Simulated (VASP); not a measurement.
Crystal: TeF.

```xyz
2
Lattice="0.0000 2.7943 3.0917 2.6341 0.0000 3.0917 2.6341 2.7943 0.0000" Properties=species:S:1:pos:R:3 pbc="T T T"
Te    0.0000    0.0000    0.0000
F     2.6341    2.7943    3.0917
```

| Quantity | Value |
| --- | --- |
| Program | VASP 6.6.1 |
| Task | relaxation of cell and atoms |
| Functional | PBE |
| Potentials or basis | VASP PAW PBE potentials, release 64 (Te, F) |
| Cutoff | 600 eV |
| k mesh | 6 × 6 × 6 |
| Occupations | gaussian, width 0.1 eV |
| Spin | no spin polarisation |

At the start: pressure -4.4 GPa; volume 22.76 Å³/atom.

Q: Where does the relaxation end?

A: Over 19 steps the energy falls by 380.5 meV/atom and the volume is 25.37 Å³/atom (+11.5 %); space group Fmmm (No. 69, to 0.05 Å).

The path:
| step | energy change (eV) | largest force (eV/Å) | pressure (GPa) | volume (Å³) |
| --- | --- | --- | --- | --- |
| 1 | 0.0000 | 0.0000 | -4.36 | 45.51 |
| 2 | -0.3196 | 0.0000 | 1.33 | 41.40 |
| 3 | -0.3503 | 0.0000 | 4.47 | 40.13 |
| 4 | -0.4904 | 0.0000 | 4.46 | 42.15 |
| 5 | -0.5062 | 0.0000 | 8.44 | 45.03 |
| 6 | -0.5416 | 0.0000 | 6.05 | 43.76 |
| 7 | -0.6523 | 0.0000 | 2.08 | 47.63 |
| 8 | -0.6946 | 0.0000 | -0.82 | 51.83 |
| 9 | -0.6955 | 0.0000 | -1.26 | 52.64 |
| 10 | -0.7199 | 0.0000 | -0.52 | 53.12 |
| 11 | -0.7234 | 0.0000 | -0.03 | 53.37 |
| 12 | -0.7376 | 0.0000 | -0.49 | 53.55 |
| 13 | -0.7475 | 0.0000 | -1.19 | 53.80 |
| 14 | -0.7551 | 0.0000 | -0.24 | 52.44 |
| 15 | -0.7559 | 0.0000 | 0.14 | 51.92 |
| 16 | -0.7606 | 0.0000 | -0.13 | 51.15 |
| 17 | -0.7608 | 0.0000 | -0.18 | 50.94 |
| 18 | -0.7608 | 0.0000 | -0.18 | 50.96 |
| 19 | -0.7610 | 0.0000 | -0.02 | 50.74 |

Final structure:
```
Te F
1.0
     0.00000    3.39589    3.47340
     2.15100    0.00000    3.47340
     2.15100    3.39589    0.00000
Te F
1 1
Cartesian
  0.0000 3.3959 3.4734
  2.1510 3.3959 3.4734
```

Caveat: an odd number of electrons without spin polarisation forces a metal; a magnetic or distorted state may lie lower.
